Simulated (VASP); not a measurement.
# BH4Pb (C222) in VASP: single point with r2SCAN

Aim: the single point of BH4Pb with r2SCAN.

Everything below comes from runs of VASP 6.6.1. Logs are shortened: lines on timing, memory, paths and dates and some standing lists are left out, and cuts for length are marked.

## Step 1: The cell of the first run

It takes space group C222 (No. 21, orthorhombic). The conventional cell has a = 4.905 Å, b = 5.128 Å, c = 3.735 Å, α = 90.00°, β = 90.00°, γ = 90.00°. Pb (site symmetry 222) has 24 H at 2.31 to 3.46 Å and 8 B at 3.08 to 3.17 Å and 6 Pb at 3.55 to 3.74 Å within 3.8 Å. Within 1.4 Å of B (site symmetry 222) lie 4 H at 1.07 Å. H (site symmetry 1) has 1 B at 1.07 Å within 1.4 Å.

## Step 2: Single point, r2SCAN

POSCAR reads:

```
BH4Pb
1.0
    2.5642300000      2.4526400000      0.0000000000
    2.5642300000     -2.4526400000      0.0000000000
    0.0000000000      0.0000000000     -3.7353990000
Pb B H
1 1 4
Direct
    0.0000000000      0.0000000000      0.0000000000
    0.5000000000      0.5000000000      0.5000000000
    0.5010000000      0.2590000000      0.6730000000
    0.4990000000      0.7410000000      0.6730000000
    0.2590000000      0.5010000000      0.3270000000
    0.7410000000      0.4990000000      0.3270000000
```

INCAR.step1 reads:

```
SYSTEM = BH4Pb
PREC = Accurate ; ENCUT = 520
ISMEAR = 0 ; SIGMA = 0.2576
LREAL = .False. ; LASPH = .True.
NELM = 60 ; NBANDS = 20
GGA = PE ; ALGO = Normal
EDIFF = 1E-4 ; LWAVE = .True.
LCHARG = .False.
```

INCAR.step2 reads:

```
SYSTEM = BH4Pb
PREC = Accurate ; ENCUT = 520
EDIFF = 1E-7 ; ISMEAR = 0
SIGMA = 0.2576 ; LREAL = .False.
LASPH = .True. ; NELM = 60
ALGO = Normal ; ISIF = 2
LWAVE = .False. ; LCHARG = .False.
METAGGA = R2SCAN ; LMIXTAU = .True.
NBANDS = 20 ; ISTART = 1
```

KPOINTS reads:

```
Automatic mesh
0
Gamma
  8 8 8
  0 0 0
```

Potentials or basis: VASP PAW PBE potentials, release 64 (Pb_d, B, H).

On the command line:

```sh
$ cat potpaw_PBE.64/Pb_d/POTCAR potpaw_PBE.64/B/POTCAR potpaw_PBE.64/H/POTCAR > POTCAR
$ cp INCAR.step1 INCAR
$ mpirun -np 1 vasp_std > vasp.out
$ cp INCAR.step2 INCAR
$ mpirun -np 1 vasp_std > vasp.out
```

OUTCAR:

```text
SYSTEM = BH4Pb
   PREC = Accurate
   ENCUT = 520
   EDIFF = 1E-7
   ISMEAR = 0
   LREAL = .False.
   LASPH = .True.
   NELM = 60
   ISIF = 2
   METAGGA = R2SCAN
   ISTART = 1

 ion  position               nearest neighbor table
   1  0.000  0.000  0.000-   3 2.31   4 2.31   5 2.31   6 2.31   3 2.38   5 2.38   6 2.38   4 2.38
                             2 3.08   2 3.08   2 3.08   2 3.08
   2  0.500  0.500  0.500-   3 1.07   4 1.07   5 1.07   6 1.07   1 3.08   1 3.08   1 3.08   1 3.08

   3  0.501  0.259  0.673-   2 1.07   1 2.31   1 2.38
   4  0.499  0.741  0.673-   2 1.07   1 2.31   1 2.38
   5  0.259  0.501  0.327-   2 1.07   1 2.31   1 2.38
   6  0.741  0.499  0.327-   2 1.07   1 2.31   1 2.38

  LATTYP: Found a base centered orthorhombic cell.
 ALAT       =     4.9052800000
 B/A-ratio  =     1.0454979125
 C/A-ratio  =     0.7615057652

  Lattice vectors:

 A1 = (  -2.5642300000,   2.4526400000,   0.0000000000)
 A2 = (   2.5642300000,   2.4526400000,   0.0000000000)
 A3 = (   0.0000000000,   0.0000000000,  -3.7353990000)

Analysis of symmetry for initial positions (statically):
=====================================================================
 Subroutine PRICEL returns:
 Original cell was already a primitive cell.

 Routine SETGRP: Setting up the symmetry group for a
 base centered orthorhombic supercell.

 Subroutine GETGRP returns: Found  4 space group operations
 (whereof  4 operations were pure point group operations)
 out of a pool of  8 trial point group operations.

The static configuration has the point symmetry D_2 .

Analysis of symmetry for dynamics (positions and initial velocities):
=====================================================================
 Subroutine PRICEL returns:
 Original cell was already a primitive cell.

 Routine SETGRP: Setting up the symmetry group for a
 base centered orthorhombic supercell.

 Subroutine GETGRP returns: Found  4 space group operations
 (whereof  4 operations were pure point group operations)
 out of a pool of  8 trial point group operations.

The dynamic configuration has the point symmetry D_2 .

 Subroutine INISYM returns: Found  4 space group operations
 (whereof  4 operations are pure point group operations),
 and found     1 'primitive' translations

----------------------------------------------------------------------------------------

                                     Primitive cell

  volume of cell :      46.9848

  direct lattice vectors                    reciprocal lattice vectors
     2.564230000  2.452640000  0.000000000     0.194990309  0.203861961  0.000000000
     2.564230000 -2.452640000  0.000000000     0.194990309 -0.203861961  0.000000000
     0.000000000  0.000000000 -3.735399000     0.000000000  0.000000000 -0.267709019

  length of vectors
     3.548340241  3.548340241  3.735399000     0.282100903  0.282100903  0.267709019

  position of ions in fractional coordinates (direct lattice)
     0.000000000  0.000000000  0.000000000
     0.500000000  0.500000000  0.500000000
     0.501000000  0.259000000  0.673000000
     0.499000000  0.741000000  0.673000000
     0.259000000  0.501000000  0.327000000
     0.741000000  0.499000000  0.327000000

  ion indices of the primitive-cell ions
   primitive index   ion index
                 1           1
                 2           2
                 3           3
                 4           4
                 5           5
                 6           6

----------------------------------------------------------------------------------------

 KPOINTS: Automatic mesh

Automatic generation of k-mesh.
 Grid dimensions read from file:
 generate k-points for:    8    8    8

 Generating k-lattice:

  Cartesian coordinates                     Fractional coordinates (reciprocal lattice)
     0.024373789  0.025482745  0.000000000     0.125000000  0.000000000  0.000000000
     0.024373789 -0.025482745  0.000000000     0.000000000  0.125000000  0.000000000
     0.000000000  0.000000000 -0.033463627     0.000000000  0.000000000  0.125000000

  Length of vectors
     0.035262613  0.035262613  0.033463627

  Shift w.r.t. Gamma in fractional coordinates (k-lattice)
     0.000000000  0.000000000  0.000000000

 Subroutine IBZKPT returns following result:
 ===========================================

 Found    105 irreducible k-points:

 Following reciprocal coordinates:
            Coordinates               Weight
  0.000000  0.000000  0.000000      1.000000
  0.125000 -0.000000  0.000000      4.000000
  0.250000 -0.000000  0.000000      4.000000
  0.375000 -0.000000  0.000000      4.000000
  0.500000 -0.000000  0.000000      2.000000
  0.125000  0.125000  0.000000      2.000000
[... 16 lines left out ...]
  0.125000 -0.000000  0.125000      8.000000
  0.250000 -0.000000  0.125000      8.000000
 [... further k-points ...]
   k-points           NKPTS =    105   k-points in BZ     NKDIM =    105   number of bands    NBANDS=     20
   number of dos      NEDOS =    301   number of ions     NIONS =      6
   total plane-waves  NPLWV =  21952
   dimension x,y,z NGX =    28 NGY =   28 NGZ =   28
   dimension x,y,z NGXF=    56 NGYF=   56 NGZF=   56
   ions per type =               1   1   4
   NGX,Y,Z   is equivalent  to a cutoff of  13.12, 13.12, 12.46 a.u.
   NGXF,Y,Z  is equivalent  to a cutoff of  26.24, 26.24, 24.92 a.u.
 SYSTEM =  BH4Pb
   PREC   = accura    normal or accurate (medium, high low for compatibility)
   ISTART =      1    job   : 0-new  1-cont  2-samecut
   ICHARG =      0    charge: 1-file 2-atom 10-const
   ISPIN  =      1    spin polarized calculation?
   LNONCOLLINEAR =      F non collinear calculations
   LSORBIT =      F    spin-orbit coupling
   LASPH  =      T    aspherical Exc in radial PAW
   ENCUT  =  520.0 eV  38.22 Ry    6.18 a.u.   6.60  6.60  6.95*2*pi/ulx,y,z
   NELM   =     60;   NELMIN=  2; NELMDL=  0     # of ELM steps
   EDIFF  = 0.1E-06   stopping-criterion for ELM
   LREAL  =      F    real-space projection
   EDIFFG = 0.1E-05   stopping-criterion for IOM
   NSW    =      0    number of steps for IOM
   IBRION =     -1    ionic relax: 0-MD 1-quasi-New 2-CG
   NFREE  =      0    steps in history (QN), initial steepest desc. (CG)
   ISIF   =      2    stress and relaxation
   ISYM   =      2    0-nonsym 1-usesym 2-fastsym
   POTIM  = 0.5000    time-step for ionic-motion
   TEBEG  =    0.0;   TEEND  =   0.0 temperature during run
   PSTRESS=    0.0 pullay stress
   NELECT =      21.0000    total number of electrons
   NUPDOWN=      -1.0000    fix difference up-down
   EMIN   =  10.00;   EMAX   =-10.00  energy-range for DOS
   EFERMI =   0.00;   METHOD = LEGACY
   ISMEAR =     0;   SIGMA  =   0.26  broadening in eV -4-tet -1-fermi 0-gaus
   EFERMI_NEDOS =   21; number of points for ismear=-14 and -15
   IALGO  =     38    algorithm
   IMIX   =      4    mixing-type and parameters
     AMIX     =   0.40;   BMIX     =  1.00
     AMIX_MAG =   1.60;   BMIX_MAG =  1.00
  volume/ion in A,a.u.               =       7.83        52.84
  Fermi-wavevector in a.u.,A,eV,Ry     =   1.251686  2.365343 21.316485  1.566717
  Thomas-Fermi vector in A             =   2.385622
   LORBIT       =      0    0 simple, 1 ext, 2 COOP (PROOUT), +10 PAW based schemes
   METAGGA = R2SCAN    functional components
   LHFCALC =     F    Hartree Fock is set to
   AEXX    =    0.0000 exact exchange contribution
   IVDW    =     0    specifies the selected vdW correction
   LEPSILON=     F    determine dielectric tensor
   LRPA    =     F    only Hartree local field effects (RPA)
 non-spin polarized calculation
 Gauss-broadening in eV      SIGMA  =   0.26
  energy-cutoff  :      520.00
  volume of cell :       46.98
 maximum number of plane-waves:      1284
 NGX is ok and might be reduce to    28
   NGX = 13   NGY = 13   NGZ = 13

 number of electron      21.0000010 magnetization

 Free energy of the ion-electron system (eV)
  ---------------------------------------------------
  ext. energy  EPLUGINS =         0.00000000
  ---------------------------------------------------
  free energy    TOTEN  =       -74.47393361 eV

  energy without entropy =      -74.43400474  energy(sigma->0) =      -74.45396918

 E-fermi :   7.0717     XC(G=0): -11.0791

 val. band max:        7.0585509076   @ k =   0.3750   0.3750   0.2500
 cond. band min:       7.0765535033   @ k =   0.1250   0.1250   0.5000
 fundamental gap:      0.0180025957
 Fermi energy:         7.0717131581

 k-point     1 :       0.0000    0.0000    0.0000
  band No.  band energies     occupation
      1     -12.0691      2.00000
      2     -12.0031      2.00000
      3     -11.8070      2.00000
      4     -11.7893      2.00000
      5     -11.7698      2.00000
      6      -8.4333      2.00000
[... 12 lines left out ...]
     19      20.4138      0.00000
     20      21.2732      0.00000

 k-point     2 :       0.1250   -0.0000    0.0000
  band No.  band energies     occupation
      1     -12.0475      2.00000
      2     -11.9890      2.00000
      3     -11.8185      2.00000
      4     -11.7937      2.00000
      5     -11.7825      2.00000
      6      -8.2568      2.00000
[... 12 lines left out ...]
     19      19.7419      0.00000
     20      20.6881      0.00000

 k-point     3 :       0.2500   -0.0000    0.0000
  band No.  band energies     occupation
      1     -12.0233      2.00000
      2     -11.9286      2.00000
      3     -11.8557      2.00000
      4     -11.8161      2.00000
      5     -11.7906      2.00000
      6      -7.7337      2.00000
[... 12 lines left out ...]
     19      19.7460      0.00000
     20      21.2404      0.00000

 k-point     4 :       0.3750   -0.0000    0.0000
  band No.  band energies     occupation
      1     -12.0134      2.00000
      2     -11.8967      2.00000
      3     -11.8594      2.00000
      4     -11.8408      2.00000
      5     -11.7877      2.00000
      6      -6.9109      2.00000
[... 12 lines left out ...]
     19      20.1299      0.00000
     20      21.1684      0.00000

 k-point     5 :       0.5000   -0.0000    0.0000
  band No.  band energies     occupation
      1     -12.0102      2.00000
      2     -11.9121      2.00000
      3     -11.8635      2.00000
      4     -11.8191      2.00000
      5     -11.7863      2.00000
      6      -6.2197      2.00000
[... 12 lines left out ...]
     19      19.9075      0.00000
     20      21.0640      0.00000
[... 353 lines left out ...]
      6      -4.6552      2.00000
[... 12 lines left out ...]
     19      21.0878      0.00000
     20      21.7971      0.00000

 k-point    22 :       0.0000    0.0000    0.1250
  band No.  band energies     occupation
      1     -12.0679      2.00000
      2     -11.9847      2.00000
      3     -11.8152      2.00000
      4     -11.7965      2.00000
      5     -11.7691      2.00000
      6      -8.2766      2.00000
[... 12 lines left out ...]
     19      20.5332      0.00000
     20      21.7260      0.00000

 k-point    23 :       0.1250   -0.0000    0.1250
  band No.  band energies     occupation
      1     -12.0457      2.00000
      2     -11.9708      2.00000
      3     -11.8282      2.00000
      4     -11.8009      2.00000
      5     -11.7819      2.00000
      6      -8.0996      2.00000
[... 12 lines left out ...]
     19      20.3010      0.00000
     20      20.9913      0.00000

 k-point    24 :       0.2500   -0.0000    0.1250
  band No.  band energies     occupation
      1     -12.0165      2.00000
      2     -11.9150      2.00000
      3     -11.8690      2.00000
      4     -11.8153      2.00000
      5     -11.7971      2.00000
      6      -7.5767      2.00000
[... 12 lines left out ...]
     19      20.4357      0.00000
     20      20.6470      0.00000

 [... further k-points ...]

------------------------ aborting loop because EDIFF is reached ----------------------------------------

  FORCE on cell =-STRESS in cart. coord.  units (eV):
  Direction    XX          YY          ZZ          XY          YZ          ZX
  --------------------------------------------------------------------------------------
  -------------------------------------------------------------------------------------
  Total       11.2541757     11.4815119      9.5491797      0.0000000      0.0000000      0.0000000
  in kB      383.7659998    391.5181383    325.6258459      0.0000000      0.0000000      0.0000000
  external PRESSURE =     366.9699947 kB  Pullay stress =       0.0000000 kB

 VOLUME and BASIS-vectors are now :
 -----------------------------------------------------------------------------
  energy-cutoff  :      520.00
  volume of cell :       46.98
      direct lattice vectors                 reciprocal lattice vectors
     2.564230000  2.452640000  0.000000000     0.194990309  0.203861961  0.000000000
     2.564230000 -2.452640000  0.000000000     0.194990309 -0.203861961  0.000000000
     0.000000000  0.000000000 -3.735399000     0.000000000  0.000000000 -0.267709019

 POSITION                                       TOTAL-FORCE (eV/Angst)
 -----------------------------------------------------------------------------------
      0.00000      0.00000      0.00000         0.000000      0.000000      0.000000
      2.56423      0.00000     -1.86770         0.000000      0.000000      0.000000
      1.94881      0.59354     -2.51392        -2.331620      2.228280     -2.295481
      3.17965     -0.59354     -2.51392         2.331620     -2.228280     -2.295481
      1.94881     -0.59354     -1.22148        -2.331620     -2.228280      2.295481
      3.17965      0.59354     -1.22148         2.331620      2.228280      2.295481
 -----------------------------------------------------------------------------------
    total drift:                                0.000000      0.000000      0.000000

  FREE ENERGIE OF THE ION-ELECTRON SYSTEM (eV)
  ---------------------------------------------------
  free  energy   TOTEN  =       -74.4739336118 eV

  energy  without entropy=      -74.4340047402  energy(sigma->0) =      -74.45396918
```

Wall time 3.1 min (1 thread of AMD EPYC 9R45 (Zen 5), shared host); peak memory 0.21 GiB.

Results:

```
Free energy            : -74.4739 eV
Pressure               : 36.7 GPa
Largest force          : 3.959 eV/Å
Band gap on the k mesh : zero (an odd number of electrons rules out a gap without spin polarisation)
```

Forces on the atoms (eV/Å):
```
Pb   0.000  0.000  0.000
B    0.000  0.000  0.000
H   -2.332  2.228 -2.295
H    2.332 -2.228 -2.295
H   -2.332 -2.228  2.295
H    2.332  2.228  2.295
```

Levels at points of the mesh, in eV from the Fermi level:
```csv
k point,band 6,band 7,band 8,band 9,band 10,band 11,band 12,band 13,band 14,band 15
"(0.00, 0.00, 0.00)",-15.51,-7.52,-7.20,-5.67,-5.65,3.40,4.32,4.36,4.89,4.97
"(0.50, 0.00, 0.00)",-13.29,-11.90,-6.13,-5.04,-4.20,-0.52,1.69,3.02,5.68,7.53
"(0.50, 0.50, 0.00)",-11.73,-8.99,-8.93,-8.72,-5.62,1.39,1.84,4.01,6.24,6.64
"(0.00, 0.00, 0.50)",-13.47,-12.53,-5.11,-4.92,-3.93,0.18,2.27,2.50,4.45,6.72
"(0.50, 0.00, 0.50)",-12.04,-10.24,-8.85,-7.87,-4.86,1.44,1.74,4.70,6.21,7.46
"(0.50, 0.50, 0.50)",-11.40,-7.93,-7.82,-7.60,-6.71,-2.44,-2.20,-1.80,10.47,11.98
```

Caveat: the stress differs along the axes, from 33 to 39 GPa; so wide a smearing shifts energies and pressures; the PAW data sets were made with another functional, which shifts forces and pressure a little; spin-orbit coupling is left out, which moves the levels of the heavy elements.
